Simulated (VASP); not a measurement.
## TiO2: single point with LDA

The system is TiO2.

```
Ti O
1.0
     4.58806    0.00000    0.00000
     0.00000    4.58806    0.00000
     0.00000    0.00000    2.71521
Ti O
2 4
Direct
  0.00000 0.00000 0.00000
  0.50000 0.50000 0.50000
  0.30395 0.30395 0.00000
  0.19605 0.80395 0.50000
  0.69605 0.69605 0.00000
  0.80395 0.19605 0.50000
```

- Program: VASP 6.6.1
- Task: single point
- Functional: LDA
- Potentials or basis: VASP PAW LDA potentials, release 64 (Ti_sv, O)
- Cutoff: 520 eV
- k mesh: 8 × 8 × 10
- Occupations: gaussian, width 0.05 eV
- Spin: no spin polarisation
- Dipole correction: no
- Further INCAR settings: ALGO = Normal; EDIFF = 1e-06; NBANDS = 33

```json
{"Pressure": "23.0 GPa", "Largest force": "0.754 eV/Å", "Band gap on the k mesh": "2.07 eV (least direct gap 2.11 eV)"}
```

Forces in eV/Å, atoms in the order of the input:
```
Ti   0.000  0.000  0.000
Ti   0.000  0.000  0.000
O   -0.533 -0.533  0.000
O    0.533 -0.533  0.000
O    0.533  0.533  0.000
O   -0.533  0.533  0.000
```

Stress tensor (GPa, compression positive):
```
11.41  0.00  0.00
 0.00 11.41  0.00
 0.00  0.00 46.31
```

Levels at points of the mesh, in eV from the valence-band top:
| k point | band 21 | band 22 | band 23 | band 24 | band 25 | band 26 | band 27 | band 28 |
| --- | --- | --- | --- | --- | --- | --- | --- | --- |
| (0.00, 0.00, 0.00) | -0.36 | -0.36 | -0.17 | -0.04 | 2.08 | 2.28 | 3.24 | 3.32 |
| (0.50, 0.00, 0.00) | -0.98 | -0.98 | -0.69 | -0.69 | 2.87 | 2.87 | 3.81 | 3.81 |
| (0.50, 0.50, 0.00) | -1.00 | -1.00 | -0.67 | -0.67 | 2.07 | 2.07 | 3.34 | 3.34 |
| (0.00, 0.00, 0.50) | -2.28 | -2.28 | -1.38 | -1.38 | 3.46 | 3.46 | 4.22 | 4.22 |
| (0.50, 0.00, 0.50) | -2.11 | -2.11 | -0.97 | -0.97 | 2.25 | 2.25 | 4.50 | 4.50 |
| (0.50, 0.50, 0.50) | -1.20 | -1.20 | -0.59 | -0.59 | 3.07 | 3.07 | 3.68 | 3.68 |

Run time: 53 s on 1 thread of Intel(R) Xeon(R) 6975P-C (Granite Rapids) (shared host), peak memory 0.24 GiB.

Caveat: the cell stands under pressure. A k mesh can miss the band edges.
